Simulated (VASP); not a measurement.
The system is P.

```xyz
4
Lattice="1.6694 -5.5370 0.0000 1.6694 5.5370 0.0000 0.0000 0.0000 4.6034" Properties=species:S:1:pos:R:3 pbc="T T T"
P     1.6694   -4.4754    2.7106
P     1.6694    4.4754    1.8929
P     1.6694   -1.0615    0.4089
P     1.6694    1.0615    4.1946
```

Base run:

| Item | Value |
| --- | --- |
| Program | VASP 6.6.1 |
| Functional | r2SCAN |
| Potentials or basis | VASP PAW PBE potentials, release 64 (P) |
| Cutoff | 520 eV |
| k mesh | 8 × 8 × 6 |
| Occupations | fermi-dirac, width 0.05 eV |
| Spin | no spin polarisation |

Its results: band gap on the k mesh 0.33 eV; pressure -2.8 GPa; largest force 0.316 eV/Å.

Problem. The run is repeated on the same cell with these changes: functional from r2SCAN to BLYP; cutoff from 520 eV to 500 eV. What comes out?

Solution. Band gap on the k mesh 0.29 eV; pressure 3.2 GPa; largest force 0.129 eV/Å.

Caveats: the PAW data sets were made with another functional, which shifts forces and pressure a little; the cell stands under pressure (at least some runs).

A k mesh can miss the band edges.
